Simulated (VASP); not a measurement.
Input of a VASP 6.6.1 run:

The input INCAR:

```
PREC     = Accurate       # precision mode
ENCUT    = 520            # plane-wave cutoff, eV
EDIFF    = 1E-6           # SCF threshold, eV
ISMEAR   = 0              # smearing method
SIGMA    = 0.1            # smearing width, eV
LREAL    = False          # projectors in reciprocal space
LASPH    = True           # aspherical terms in the spheres
NELM     = 60             # most SCF steps
ALGO     = Fast           # electronic algorithm
ISIF     = 2              # what is computed and relaxed
LWAVE    = False          # write WAVECAR
LCHARG   = False          # write CHGCAR
GGA      = PE             # functional
NBANDS   = 42             # bands
```

Contents of KPOINTS:

```
regular mesh
0
Gamma
  8 8 8
```

File POSCAR:

```
Li3Au5
1.0
   -3.1990666238      3.1990666238      3.1990666238
    3.1990666238     -3.1990666238      3.1990666238
    3.1990666238      3.1990666238     -3.1990666238
Li Au
3 5
Direct
    0.0000000000      0.5000000000      0.5000000000
    0.5000000000      0.0000000000      0.5000000000
    0.5000000000      0.5000000000      0.0000000000
    0.5000000000      0.5000000000      0.5000000000
    0.0000000000      0.0000000000      0.5000000000
    0.0000000000      0.5000000000      0.0000000000
    0.5000000000      0.0000000000      0.0000000000
    0.0000000000      0.0000000000      0.0000000000
```

Potentials or basis: VASP PAW PBE potentials, release 64 (Li_sv, Au).

Launch:

```console
$ cat potpaw_PBE.64/Li_sv/POTCAR potpaw_PBE.64/Au/POTCAR > POTCAR
$ mpirun -np 1 vasp_std > vasp.out
```

**Question.** What does it give for the band gap on the k mesh?

**Answer.** Zero (bands 32 and 33 overlap by 1.05 eV).

Caveat: spin-orbit coupling is left out, which moves the levels of the heavy elements.
